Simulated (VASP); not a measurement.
# Ga4O (Fd-3m) in VASP: relaxation of cell and atoms with PBE

Aim: the relaxation of cell and atoms of Ga4O with PBE.

All numbers are computed with VASP 6.6.1; they aren't measurements. Logs are shortened: lines on timing, memory, paths and dates and some standing lists are left out, and cuts for length are marked.

**1. The cell of the first run**

Symmetry: Fd-3m, No. 227, cubic system. Conventional cell: a = 9.023 Å, b = 9.023 Å, c = 9.023 Å, α = 90.00°, β = 90.00°, γ = 90.00°. Within 4.2 Å of Ga (site symmetry -3m) lie 12 Ga at 3.19 Å and 6 O at 3.74 Å. Ga (site symmetry -3m) has 2 O at 1.95 Å within 2.6 Å. O (site symmetry -43m) has 4 Ga at 1.95 Å within 2.6 Å.

The cell was built from a structure type or drawn by symmetry, and may not be a known phase.

**2. Relaxation of cell and atoms, PBE**

INCAR

```
PREC = Accurate
ENCUT = 600
EDIFF = 1E-6
ISMEAR = 0
SIGMA = 0.1
LREAL = F
LASPH = T
NELM = 100
ALGO = Fast
ISIF = 3
LWAVE = F
LCHARG = F
GGA = PE
IBRION = 2
NSW = 100
EDIFFG = -0.01
```

KPOINTS

```
Automatic mesh
0
Gamma
  8 8 8
```

POSCAR

```
Ga4O
1.0
    0.0000000000      4.5115917390      4.5115917390
    4.5115917390      0.0000000000      4.5115917390
    4.5115917390      4.5115917390      0.0000000000
Ga O
8 2
Direct
    0.6250000000      0.6250000000      0.6250000000
    0.6250000000      0.6250000000      0.1250000000
    0.6250000000      0.1250000000      0.6250000000
    0.1250000000      0.6250000000      0.6250000000
    0.1250000000      0.1250000000      0.1250000000
    0.1250000000      0.1250000000      0.6250000000
    0.1250000000      0.6250000000      0.1250000000
    0.6250000000      0.1250000000      0.1250000000
    0.2500000000      0.2500000000      0.2500000000
    0.0000000000      0.0000000000      0.0000000000
```

Potentials or basis: VASP PAW PBE potentials, release 64 (Ga_d, O).

On the command line:

```sh
$ cat potpaw_PBE.64/Ga_d/POTCAR potpaw_PBE.64/O/POTCAR > POTCAR
$ mpirun -np 1 vasp_std > vasp.out
```

OUTCAR:

```text
PREC = Accurate
   ENCUT = 600
   EDIFF = 1E-6
   ISMEAR = 0
   LREAL = F
   LASPH = T
   NELM = 100
   ISIF = 3
   GGA = PE
   IBRION = 2
   NSW = 100
   EDIFFG = -0.01

 ion  position               nearest neighbor table
   1  0.625  0.625  0.625-
   2  0.625  0.625  0.125-
   3  0.625  0.125  0.625-
   4  0.125  0.625  0.625-
   5  0.125  0.125  0.125-   9 1.95  10 1.95
   6  0.125  0.125  0.625-   9 1.95  10 1.95
   7  0.125  0.625  0.125-   9 1.95  10 1.95
   8  0.625  0.125  0.125-   9 1.95  10 1.95
   9  0.250  0.250  0.250-   5 1.95   6 1.95   7 1.95   8 1.95
  10  0.000  0.000  0.000-   5 1.95   6 1.95   7 1.95   8 1.95

  LATTYP: Found a face centered cubic cell.
 ALAT       =     9.0231834780

  Lattice vectors:

 A1 = (   0.0000000000,   4.5115917390,   4.5115917390)
 A2 = (   4.5115917390,   0.0000000000,   4.5115917390)
 A3 = (   4.5115917390,   4.5115917390,   0.0000000000)

Analysis of symmetry for initial positions (statically):
=====================================================================
 Subroutine PRICEL returns:
 Original cell was already a primitive cell.

 Routine SETGRP: Setting up the symmetry group for a
 face centered cubic supercell.

 Subroutine GETGRP returns: Found 48 space group operations
 (whereof 24 operations were pure point group operations)
 out of a pool of 48 trial point group operations.

The static configuration has the point symmetry T_d .
 The point group associated with its full space group is O_h .

Analysis of symmetry for dynamics (positions and initial velocities):
=====================================================================
 Subroutine PRICEL returns:
 Original cell was already a primitive cell.

 Routine SETGRP: Setting up the symmetry group for a
 face centered cubic supercell.

[... 190 lines left out ...]
     4.511591739  0.000000000  4.511591739     0.110825631 -0.110825631  0.110825631
     4.511591739  4.511591739  0.000000000     0.110825631  0.110825631 -0.110825631

 POSITION                                       TOTAL-FORCE (eV/Angst)
 -----------------------------------------------------------------------------------
      5.63949      5.63949      5.63949        -0.000000      0.000000     -0.000000
      3.38369      3.38369      5.63949        -0.000000      0.000000     -0.000000
      3.38369      5.63949      3.38369        -0.000000      0.000000     -0.000000
      5.63949      3.38369      3.38369        -0.000000      0.000000     -0.000000
      1.12790      1.12790      1.12790        -0.000000      0.000000     -0.000000
      3.38369      3.38369      1.12790        -0.000000      0.000000     -0.000000
      3.38369      1.12790      3.38369        -0.000000      0.000000     -0.000000
      1.12790      3.38369      3.38369        -0.000000      0.000000     -0.000000
      2.25580      2.25580      2.25580         0.000000      0.000000      0.000000
      0.00000      0.00000      0.00000        -0.000000     -0.000000     -0.000000
 -----------------------------------------------------------------------------------
    total drift:                                0.000000      0.000000      0.000000

  FREE ENERGIE OF THE ION-ELECTRON SYSTEM (eV)
  ---------------------------------------------------
  free  energy   TOTEN  =       -34.0426497101 eV

  energy  without entropy=      -34.0190959293  energy(sigma->0) =      -34.03087282

--------------------------------------- Ionic step        2  -------------------------------------------

 number of electron     115.9999958 magnetization

 Free energy of the ion-electron system (eV)
  ---------------------------------------------------
  ext. energy  EPLUGINS =         0.00000000
  ---------------------------------------------------
  free energy    TOTEN  =       -34.04301880 eV

  energy without entropy =      -34.01969927  energy(sigma->0) =      -34.03135904

 E-fermi :   4.6945     XC(G=0): -10.5274

 val. band max:        4.6847548823   @ k =  -0.3750   0.2500   0.1250
 cond. band min:       4.7200721430   @ k =   0.5000   0.1250   0.0000
 fundamental gap:      0.0353172606
 Fermi energy:         4.6945313174

 k-point     1 :       0.0000    0.0000    0.0000
  band No.  band energies     occupation
      1     -16.5988      2.00000
      2     -15.8781      2.00000
      3     -10.8078      2.00000
      4     -10.8078      2.00000
      5     -10.8078      2.00000
      6     -10.6189      2.00000
[... 1717 lines left out ...]
     68       9.0175      0.00000
     69       9.1676      0.00000

 [... further k-points ...]

------------------------ aborting loop because EDIFF is reached ----------------------------------------

  FORCE on cell =-STRESS in cart. coord.  units (eV):
  Direction    XX          YY          ZZ          XY          YZ          ZX
  --------------------------------------------------------------------------------------
  -------------------------------------------------------------------------------------
  Total       -0.0027367     -0.0027367     -0.0027367      0.0000000      0.0000000     -0.0000000
  in kB       -0.0239449     -0.0239449     -0.0239449      0.0000000      0.0000000     -0.0000000
  external PRESSURE =      -0.0239449 kB  Pullay stress =       0.0000000 kB

 VOLUME and BASIS-vectors are now :
 -----------------------------------------------------------------------------
  energy-cutoff  :      600.00
  volume of cell :      183.12
      direct lattice vectors                 reciprocal lattice vectors
    -0.000000000  4.507130711  4.507130711    -0.110935323  0.110935323  0.110935323
     4.507130711 -0.000000000  4.507130711     0.110935323 -0.110935323  0.110935323
     4.507130711  4.507130711  0.000000000     0.110935323  0.110935323 -0.110935323

 POSITION                                       TOTAL-FORCE (eV/Angst)
 -----------------------------------------------------------------------------------
      5.63391      5.63391      5.63391        -0.000000      0.000000     -0.000000
      3.38035      3.38035      5.63391        -0.000000      0.000000     -0.000000
      3.38035      5.63391      3.38035        -0.000000      0.000000     -0.000000
      5.63391      3.38035      3.38035        -0.000000      0.000000     -0.000000
      1.12678      1.12678      1.12678        -0.000000      0.000000     -0.000000
      3.38035      3.38035      1.12678        -0.000000      0.000000     -0.000000
      3.38035      1.12678      3.38035        -0.000000      0.000000     -0.000000
      1.12678      3.38035      3.38035        -0.000000      0.000000     -0.000000
      2.25357      2.25357      2.25357         0.000000      0.000000     -0.000000
      9.01426      4.50713      4.50713        -0.000000     -0.000000      0.000000
 -----------------------------------------------------------------------------------
    total drift:                                0.000000      0.000000      0.000000

  FREE ENERGIE OF THE ION-ELECTRON SYSTEM (eV)
  ---------------------------------------------------
  free  energy   TOTEN  =       -34.0430188018 eV

  energy  without entropy=      -34.0196992691  energy(sigma->0) =      -34.03135904

 reached required accuracy - stopping structural energy minimisation
```

OSZICAR:

```text
N       E                     dE             d eps       ncg     rms          rms(c)
DAV:   1     0.136733742990E+04    0.13673E+04   -0.56411E+04  4189   0.333E+03
[... 17 lines left out ...]
DAV:   1    -0.340533208906E+02   -0.10672E-01   -0.14962E-01  4660   0.358E+00    0.612E-01
RMM:   2    -0.340451603542E+02    0.81605E-02   -0.19325E-02  4733   0.982E-01    0.268E-01
RMM:   3    -0.340434533864E+02    0.17070E-02   -0.32306E-03  4454   0.389E-01    0.113E-01
RMM:   4    -0.340430726365E+02    0.38075E-03   -0.49066E-04  4516   0.120E-01    0.282E-02
RMM:   5    -0.340430189470E+02    0.53690E-04   -0.14208E-04  4848   0.823E-02    0.707E-03
RMM:   6    -0.340430181989E+02    0.74816E-06   -0.32365E-05  4968   0.388E-02    0.160E-03
RMM:   7    -0.340430188018E+02   -0.60294E-06   -0.64037E-06  3364   0.152E-02
   2 F= -.34043019E+02 E0= -.34031359E+02  d E =-.369092E-03
```

CONTCAR:

```text
Ga4O
   1.00000000000000
    -0.0000000000000000    4.5071307108350025    4.5071307108350025
     4.5071307108350025   -0.0000000000000000    4.5071307108350025
     4.5071307108350025    4.5071307108350025    0.0000000000000000
  Ga              O
     8     2
Direct
     0.6250000000000000    0.6250000000000000    0.6250000000000000
     0.6250000000000000    0.6250000000000000    0.1250000000000000
     0.6250000000000000    0.1250000000000000    0.6250000000000000
     0.1250000000000000    0.6250000000000000    0.6250000000000000
     0.1250000000000000    0.1250000000000000    0.1250000000000000
     0.1250000000000000    0.1250000000000000    0.6250000000000000
     0.1250000000000000    0.6250000000000000    0.1250000000000000
     0.6250000000000000    0.1250000000000000    0.1250000000000000
     0.2500000000000000    0.2500000000000000    0.2500000000000000
     0.0000000000000000    1.0000000000000000    1.0000000000000000

  0.00000000E+00  0.00000000E+00  0.00000000E+00
  0.00000000E+00  0.00000000E+00  0.00000000E+00
  0.00000000E+00  0.00000000E+00  0.00000000E+00
  0.00000000E+00  0.00000000E+00  0.00000000E+00
  0.00000000E+00  0.00000000E+00  0.00000000E+00
  0.00000000E+00  0.00000000E+00  0.00000000E+00
  0.00000000E+00  0.00000000E+00  0.00000000E+00
  0.00000000E+00  0.00000000E+00  0.00000000E+00
  0.00000000E+00  0.00000000E+00  0.00000000E+00
  0.00000000E+00  0.00000000E+00  0.00000000E+00
```

It took 22 min on 1 thread of Oxide Virtual Turin-like, shared host; peak memory 0.57 GiB.

Results:

```yaml
Free_energy: -34.0430 eV
Relaxed_volume: 18.31 Å³/atom
Relaxed_cell: a = 6.374 Å, b = 6.374 Å, c = 6.374 Å, α = 60.00°, β = 60.00°, γ = 60.00°
Space_group_after_relaxing_to_0.1_Å: Fd-3m (No. 227)
Energy_gained_by_relaxing: 0.0 meV/atom
Ionic_steps: 2
Pressure_after_relaxing: 0.0 GPa
Band_gap_on_the_k_mesh: zero (bands 58 and 59 overlap by 2.48 eV)
```

The path:
```
step  energy change (eV)  largest force (eV/Å)  pressure (GPa)  volume (Å³)
   1              0.0000                0.0000           -0.18       183.66
   2             -0.0004                0.0000            0.00       183.12
```

Final structure:
```
Ga O
1.0
     0.00000    4.50713    4.50713
     4.50713    0.00000    4.50713
     4.50713    4.50713    0.00000
Ga O
8 2
Direct
  0.62500 0.62500 0.62500
  0.62500 0.62500 0.12500
  0.62500 0.12500 0.62500
  0.12500 0.62500 0.62500
  0.12500 0.12500 0.12500
  0.12500 0.12500 0.62500
  0.12500 0.62500 0.12500
  0.62500 0.12500 0.12500
  0.25000 0.25000 0.25000
  0.00000 0.00000 0.00000
```

Levels at points of the mesh, in eV from the Fermi level:
```tsv
k point	band 54	band 55	band 56	band 57	band 58	band 59	band 60	band 61	band 62	band 63
(0.00, 0.00, 0.00)	-2.27	-2.19	-2.19	-2.05	-2.05	-2.05	0.62	0.62	0.62	4.13
(0.50, 0.00, 0.00)	-1.45	-1.45	-1.35	-0.27	-0.27	0.20	0.20	0.47	2.12	2.85
(0.50, 0.50, 0.00)	-3.44	-0.20	-0.20	0.41	0.41	0.81	0.81	1.16	1.16	1.74
```
